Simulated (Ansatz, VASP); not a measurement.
# Al3BN2 in VASP and in Ansatz

The input INCAR:

```
PREC = Accurate
ENCUT = 600
EDIFF = 1E-7
ISMEAR = 0
SIGMA = 0.15
LREAL = F
LASPH = T
NELM = 120
ALGO = Normal
ISIF = 3
LWAVE = F
LCHARG = F
GGA = PE
IBRION = 2
NSW = 36
EDIFFG = -0.08
GGA_COMPAT = F
NELMIN = 4
```

File KPOINTS:

```
regular mesh
0
Gamma
  4 4 2
```

File POSCAR:

```
Al3BN2
1.0
    3.4365304200      0.0000000000      0.0000000000
    0.0000000000      3.4365304200      0.0000000000
    0.0000000000      0.0000000000      7.6796179100
Al B N
3 1 2
Direct
    0.5000000000      0.0000000000      0.2579774100
    0.0000000000      0.5000000000      0.2579774100
    0.5000000000      0.5000000000      0.1638068600
    0.0000000000      0.0000000000      0.7468948900
    0.5000000000      0.5000000000      0.9678194700
    0.5000000000      0.5000000000      0.3656558300
```

Input for Ansatz:

```yaml
crystal:
  lattice:
    - [3.43653042, 0.0, 0.0]
    - [0.0, 3.43653042, 0.0]
    - [0.0, 0.0, 7.67961791]
  atoms:
    - { symbol: Al, position: [0.5, 0.0, 0.25797741] }
    - { symbol: Al, position: [0.0, 0.5, 0.25797741] }
    - { symbol: Al, position: [0.5, 0.5, 0.16380686] }
    - { symbol: B, position: [0.0, 0.0, 0.74689489] }
    - { symbol: "N", position: [0.5, 0.5, 0.96781947] }
    - { symbol: "N", position: [0.5, 0.5, 0.36565583] }
basis:
  ecutwfc: 420
kpoints:
  mp_grid: { grid: [4, 4, 2] }
hamiltonian:
  xc: pbe
scf:
  occupations: { method: gaussian, width: 0.15 }
  lower_state_search: "off"
output:
  forces: true
  stress: true
  eigenvalues: true
relax:
  adjacent_minimum: "off"
  f_tol: 0.08
  max_steps: 16
  cell: { stress_tol: 0.8 }
```

Alike in both runs: task relaxation of cell and atoms; functional PBE; k mesh 4 × 4 × 2; occupations gaussian, width 0.15 eV; no spin polarisation.

|  | VASP | Ansatz |
| --- | --- | --- |
| version | VASP 6.6.1 | Ansatz 0.2.0 |
| potentials or method | VASP PAW PBE potentials, release 64 (Al, B, N), cutoff 600 eV | scalar-relativistic, plane waves, PAW |
| valence electrons in the cell | 22 | 22 |

```csv
,VASP,Ansatz,Ansatz less VASP
"gap on the k mesh at the Fermi level, each at its own relaxed structure (eV)",none,none,-
relaxed volume (Å³/atom),16.16,16.22,+0.062
relaxed cell length with the largest relative difference (Å),8.628,8.672,+0.0446
```

A gap of «none» marks a metal or a gap that the smearing closes.

The k mesh is coarse, so the values compare programs but aren't converged.
